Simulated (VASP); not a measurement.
# CrO2 (Fm-3m) in VASP: single point with PBE

Aim: the single point of CrO2 with PBE.

Program: VASP 6.6.1. These are calculated values, not measurements. Logs are shortened: lines on timing, memory, paths and dates and some standing lists are left out, and cuts for length are marked.

## 1. The cell of the first run

Symmetry: Fm-3m, No. 225, cubic system. The conventional cell has a = 4.708 Å, b = 4.708 Å, c = 4.708 Å, α = 90.00°, β = 90.00°, γ = 90.00°. Cr (site symmetry m-3m) has 8 O at 2.04 Å within 2.7 Å. O (site symmetry -43m) has 4 Cr at 2.04 Å and 6 O at 2.35 Å within 2.7 Å.

## 2. Single point, PBE, collinear spin, ferromagnetic start

Input file INCAR:

```
SYSTEM = CrO2
  ALGO = Normal
  EDIFF = 1E-6
  ENCUT = 520
  GGA = PE
  ISIF = 2
  ISMEAR = 0
  ISPIN = 2
  LASPH = .True.
  LCHARG = .False.
  LMAXMIX = 4
  LORBIT = 11
  LREAL = .False.
  LWAVE = .False.
  MAGMOM = 2.05 0 0
  NBANDS = 23
  NELM = 150
  PREC = Accurate
  SIGMA = 0.02
```

Input file KPOINTS:

```
k-points
0
Gamma
  14 14 14
  0 0 0
```

Input file POSCAR:

```
CrO2
1.0
    0.0000000000      2.3541288082      2.3541288082
    2.3541288082      0.0000000000      2.3541288082
    2.3541288082      2.3541288082      0.0000000000
Cr O
1 2
Direct
    0.0000000000      0.0000000000      0.0000000000
    0.2500000000      0.2500000000      0.2500000000
    0.7500000000      0.7500000000      0.7500000000
```

Potentials or basis: VASP PAW PBE potentials, release 64 (Cr_pv, O).

Launch:

```sh
$ cat potpaw_PBE.64/Cr_pv/POTCAR potpaw_PBE.64/O/POTCAR > POTCAR
$ mpirun -np 1 vasp_std > vasp.out
```

OUTCAR:

```text
SYSTEM = CrO2
   EDIFF = 1E-6
   ENCUT = 520
   GGA = PE
   ISIF = 2
   ISMEAR = 0
   ISPIN = 2
   LASPH = .True.
   LORBIT = 11
   LREAL = .False.
   NELM = 150
   PREC = Accurate

 ion  position               nearest neighbor table
   1  0.000  0.000  0.000-   3 2.04   3 2.04   3 2.04   2 2.04   3 2.04   2 2.04   2 2.04   2 2.04

   2  0.250  0.250  0.250-   1 2.04   1 2.04   1 2.04   1 2.04
   3  0.750  0.750  0.750-   1 2.04   1 2.04   1 2.04   1 2.04

  LATTYP: Found a face centered cubic cell.
 ALAT       =     4.7082576164

  Lattice vectors:

 A1 = (   0.0000000000,   2.3541288082,   2.3541288082)
 A2 = (   2.3541288082,   0.0000000000,   2.3541288082)
 A3 = (   2.3541288082,   2.3541288082,   0.0000000000)

Analysis of symmetry for initial positions (statically):
=====================================================================
 Subroutine PRICEL returns:
 Original cell was already a primitive cell.

 Routine SETGRP: Setting up the symmetry group for a
 face centered cubic supercell.

 Subroutine GETGRP returns: Found 48 space group operations
 (whereof 48 operations were pure point group operations)
 out of a pool of 48 trial point group operations.

The static configuration has the point symmetry O_h .

Analysis of symmetry for dynamics (positions and initial velocities):
=====================================================================
 Subroutine PRICEL returns:
 Original cell was already a primitive cell.

 Routine SETGRP: Setting up the symmetry group for a
 face centered cubic supercell.

 Subroutine GETGRP returns: Found 48 space group operations
 (whereof 48 operations were pure point group operations)
 out of a pool of 48 trial point group operations.

The dynamic configuration has the point symmetry O_h .

Analysis of structural, dynamic, and magnetic symmetry:
=====================================================================
 Subroutine PRICEL returns:
 Original cell was already a primitive cell.

 Routine SETGRP: Setting up the symmetry group for a
 face centered cubic supercell.

 Subroutine GETGRP returns: Found 48 space group operations
 (whereof 48 operations were pure point group operations)
 out of a pool of 48 trial point group operations.

The overall configuration has the point symmetry O_h .

 Subroutine INISYM returns: Found 48 space group operations
 (whereof 48 operations are pure point group operations),
 and found     1 'primitive' translations

----------------------------------------------------------------------------------------

                                     Primitive cell

  volume of cell :      26.0928

  direct lattice vectors                    reciprocal lattice vectors
     0.000000000  2.354128808  2.354128808    -0.212392796  0.212392796  0.212392796
     2.354128808  0.000000000  2.354128808     0.212392796 -0.212392796  0.212392796
     2.354128808  2.354128808  0.000000000     0.212392796  0.212392796 -0.212392796

  length of vectors
     3.329240888  3.329240888  3.329240888     0.367875114  0.367875114  0.367875114

  position of ions in fractional coordinates (direct lattice)
     0.000000000  0.000000000  0.000000000
     0.250000000  0.250000000  0.250000000
     0.750000000  0.750000000  0.750000000

  ion indices of the primitive-cell ions
   primitive index   ion index
                 1           1
                 2           2
                 3           3

----------------------------------------------------------------------------------------

 KPOINTS: k-points

Automatic generation of k-mesh.
 Grid dimensions read from file:
 generate k-points for:   14   14   14

 Generating k-lattice:

  Cartesian coordinates                     Fractional coordinates (reciprocal lattice)
    -0.015170914  0.015170914  0.015170914     0.071428571  0.000000000  0.000000000
     0.015170914 -0.015170914  0.015170914     0.000000000  0.071428571  0.000000000
     0.015170914  0.015170914 -0.015170914     0.000000000  0.000000000  0.071428571

  Length of vectors
     0.026276794  0.026276794  0.026276794

  Shift w.r.t. Gamma in fractional coordinates (k-lattice)
     0.000000000  0.000000000  0.000000000

 Subroutine IBZKPT returns following result:
 ===========================================

 Found    104 irreducible k-points:

 Following reciprocal coordinates:
            Coordinates               Weight
  0.000000  0.000000  0.000000      1.000000
  0.071429  0.000000  0.000000      8.000000
  0.142857  0.000000  0.000000      8.000000
  0.214286  0.000000  0.000000      8.000000
  0.285714  0.000000  0.000000      8.000000
  0.357143  0.000000  0.000000      8.000000
[... 16 lines left out ...]
  0.214286  0.142857  0.000000     24.000000
  0.285714  0.142857  0.000000     24.000000
 [... further k-points ...]
   k-points           NKPTS =    104   k-points in BZ     NKDIM =    104   number of bands    NBANDS=     23
   number of dos      NEDOS =    301   number of ions     NIONS =      3
   total plane-waves  NPLWV =  21952
   dimension x,y,z NGX =    28 NGY =   28 NGZ =   28
   dimension x,y,z NGXF=    56 NGYF=   56 NGZF=   56
   ions per type =               1   2
   NGX,Y,Z   is equivalent  to a cutoff of  13.98, 13.98, 13.98 a.u.
   NGXF,Y,Z  is equivalent  to a cutoff of  27.96, 27.96, 27.96 a.u.
 SYSTEM =  CrO2
   PREC   = accura    normal or accurate (medium, high low for compatibility)
   ISTART =      0    job   : 0-new  1-cont  2-samecut
   ICHARG =      2    charge: 1-file 2-atom 10-const
   ISPIN  =      2    spin polarized calculation?
   LNONCOLLINEAR =      F non collinear calculations
   LSORBIT =      F    spin-orbit coupling
   LASPH  =      T    aspherical Exc in radial PAW
   ENCUT  =  520.0 eV  38.22 Ry    6.18 a.u.   6.19  6.19  6.19*2*pi/ulx,y,z
   NELM   =    150;   NELMIN=  2; NELMDL= -5     # of ELM steps
   EDIFF  = 0.1E-05   stopping-criterion for ELM
   LREAL  =      F    real-space projection
   EDIFFG = 0.1E-04   stopping-criterion for IOM
   NSW    =      0    number of steps for IOM
   IBRION =     -1    ionic relax: 0-MD 1-quasi-New 2-CG
   NFREE  =      0    steps in history (QN), initial steepest desc. (CG)
   ISIF   =      2    stress and relaxation
   ISYM   =      2    0-nonsym 1-usesym 2-fastsym
   POTIM  = 0.5000    time-step for ionic-motion
   TEBEG  =    0.0;   TEEND  =   0.0 temperature during run
   PSTRESS=    0.0 pullay stress
   NELECT =      24.0000    total number of electrons
   NUPDOWN=      -1.0000    fix difference up-down
   EMIN   =  10.00;   EMAX   =-10.00  energy-range for DOS
   EFERMI =   0.00;   METHOD = LEGACY
   ISMEAR =     0;   SIGMA  =   0.02  broadening in eV -4-tet -1-fermi 0-gaus
   EFERMI_NEDOS =   21; number of points for ismear=-14 and -15
   IALGO  =     38    algorithm
   IMIX   =      4    mixing-type and parameters
     AMIX     =   0.40;   BMIX     =  1.00
     AMIX_MAG =   1.60;   BMIX_MAG =  1.00
  volume/ion in A,a.u.               =       8.70        58.69
  Fermi-wavevector in a.u.,A,eV,Ry     =   1.592105  3.008642 34.488023  2.534798
  Thomas-Fermi vector in A             =   2.690542
   LORBIT       =     11    0 simple, 1 ext, 2 COOP (PROOUT), +10 PAW based schemes
   GGA     = PE    functional components
   LHFCALC =     F    Hartree Fock is set to
   AEXX    =    0.0000 exact exchange contribution
   IVDW    =     0    specifies the selected vdW correction
   LEPSILON=     F    determine dielectric tensor
   LRPA    =     F    only Hartree local field effects (RPA)
 spin polarized calculation
 Gauss-broadening in eV      SIGMA  =   0.02
  energy-cutoff  :      520.00
  volume of cell :       26.09
 maximum number of plane-waves:       725
 NGX is ok and might be reduce to    28
   NGX = 13   NGY = 13   NGZ = 13

 number of electron      23.9999993 magnetization       1.9999521

 Free energy of the ion-electron system (eV)
  ---------------------------------------------------
  ext. energy  EPLUGINS =         0.00000000
  ---------------------------------------------------
  free energy    TOTEN  =       -24.35371753 eV

  energy without entropy =      -24.35371753  energy(sigma->0) =      -24.35371753

 E-fermi :   7.2642     XC(G=0): -12.5372

 val. band max:        7.0106750729   @ k =   0.5000   0.5000   0.0000
 cond. band min:       7.5086109439   @ k =   0.5000   0.0000   0.0000
 fundamental gap:      0.4979358710
 Fermi energy:         7.2641705574

 spin component 1

 k-point     1 :       0.0000    0.0000    0.0000
  band No.  band energies     occupation
      1     -37.7058      1.00000
      2     -37.7057      1.00000
      3     -37.7056      1.00000
      4     -13.4054      1.00000
      5      -8.9279      1.00000
      6       0.4600      1.00000
[... 15 lines left out ...]
     22      27.3888      0.00000
     23      27.3890      0.00000
[... 575 lines left out ...]
      1     -37.7445      1.00000
      2     -37.7157      1.00000
      3     -37.7155      1.00000
      4     -12.6039      1.00000
      5      -9.8478      1.00000
      6       0.8649      1.00000
[... 15 lines left out ...]
     22      26.6611      0.00000
     23      27.6551      0.00000

 [... further k-points ...]

 spin component 2

 k-point     1 :       0.0000    0.0000    0.0000
  band No.  band energies     occupation
      1     -35.4399      1.00000
      2     -35.4399      1.00000
      3     -35.4399      1.00000
      4     -13.4972      1.00000
      5      -9.1521      1.00000
      6       0.7232      1.00000
[... 15 lines left out ...]
     22      28.1302      0.00000
     23      28.1302      0.00000
[... 575 lines left out ...]
      1     -35.4866      1.00000
      2     -35.4515      1.00000
      3     -35.4514      1.00000
      4     -12.7087      1.00000
      5     -10.0279      1.00000
      6       1.0860      1.00000
[... 15 lines left out ...]
     22      27.3226      0.00000
     23      28.2139      0.00000

 [... further k-points ...]

------------------------ aborting loop because EDIFF is reached ----------------------------------------

  FORCE on cell =-STRESS in cart. coord.  units (eV):
  Direction    XX          YY          ZZ          XY          YZ          ZX
  --------------------------------------------------------------------------------------
  -------------------------------------------------------------------------------------
  Total        0.1224387      0.1224387      0.1224387      0.0000000      0.0000000      0.0000000
  in kB        7.5181078      7.5181078      7.5181078      0.0000000      0.0000000      0.0000000
  external PRESSURE =       7.5181078 kB  Pullay stress =       0.0000000 kB

 VOLUME and BASIS-vectors are now :
 -----------------------------------------------------------------------------
  energy-cutoff  :      520.00
  volume of cell :       26.09
      direct lattice vectors                 reciprocal lattice vectors
     0.000000000  2.354128808  2.354128808    -0.212392796  0.212392796  0.212392796
     2.354128808  0.000000000  2.354128808     0.212392796 -0.212392796  0.212392796
     2.354128808  2.354128808  0.000000000     0.212392796  0.212392796 -0.212392796

 POSITION                                       TOTAL-FORCE (eV/Angst)
 -----------------------------------------------------------------------------------
      0.00000      0.00000      0.00000        -0.000000      0.000000      0.000000
      1.17706      1.17706      1.17706        -0.000000     -0.000000     -0.000000
      3.53119      3.53119      3.53119         0.000000     -0.000000      0.000000
 -----------------------------------------------------------------------------------
    total drift:                               -0.000000     -0.000000      0.000000

  FREE ENERGIE OF THE ION-ELECTRON SYSTEM (eV)
  ---------------------------------------------------
  free  energy   TOTEN  =       -24.3537175261 eV

  energy  without entropy=      -24.3537175261  energy(sigma->0) =      -24.35371753

 total charge

# of ion       s       p       d       tot
------------------------------------------
    1        0.307   6.357   3.940  10.603
    2        1.583   3.431   0.000   5.014
    3        1.583   3.431   0.000   5.014
--------------------------------------------------
tot          3.473  13.218   3.940  20.630

 magnetization (x)

# of ion       s       p       d       tot
------------------------------------------
    1        0.029   0.033   2.109   2.170
    2       -0.002  -0.109   0.000  -0.111
    3       -0.002  -0.109   0.000  -0.111
--------------------------------------------------
tot          0.024  -0.185   2.109   1.948
```

Run time: 72 s. Hardware: 1 thread of Intel Xeon 6975P-C (Granite Rapids), shared host; peak memory 0.24 GiB.

What came out:

| Item | Value |
| --- | --- |
| Free energy | -24.3537 eV |
| Pressure | 0.8 GPa |
| Band gap on the k mesh | 0.50 eV (least direct gap 0.52 eV) |
| Net moment | 2.00 μB per cell |
| Site moments | Cr +2.17; O -0.11 μB |
| Valence electrons inside the program's atomic spheres | Cr 10.60; O 5.01 |

Levels at points of the mesh, in eV from the valence-band top:
Spin up:
```csv
k point,band 11,band 12,band 13,band 14,band 15,band 16
"(0.00, 0.00, 0.00)",-1.05,-1.05,-1.05,3.05,3.05,3.05
"(0.50, 0.00, 0.00)",-2.99,-1.33,-1.33,0.50,2.74,2.74
"(0.50, 0.50, 0.00)",-1.25,-0.86,0.00,0.51,2.45,2.45
```
Spin down:
```
           k point  band 9  band 10  band 11  band 12  band 13  band 14
(0.00, 0.00, 0.00)   -1.23    -1.23    -1.23     1.27     1.27     4.12
(0.50, 0.00, 0.00)   -3.78    -3.10    -3.10     1.38     1.38     1.89
(0.50, 0.50, 0.00)   -2.42    -2.42    -0.22     1.76     1.87     1.93
```

Caveat: an empty level that is flat over the whole mesh can mark a ghost state of the potentials, or a narrow d or f band; a cell with one magnetic atom can't hold antiferromagnetic order, which such compounds often take.
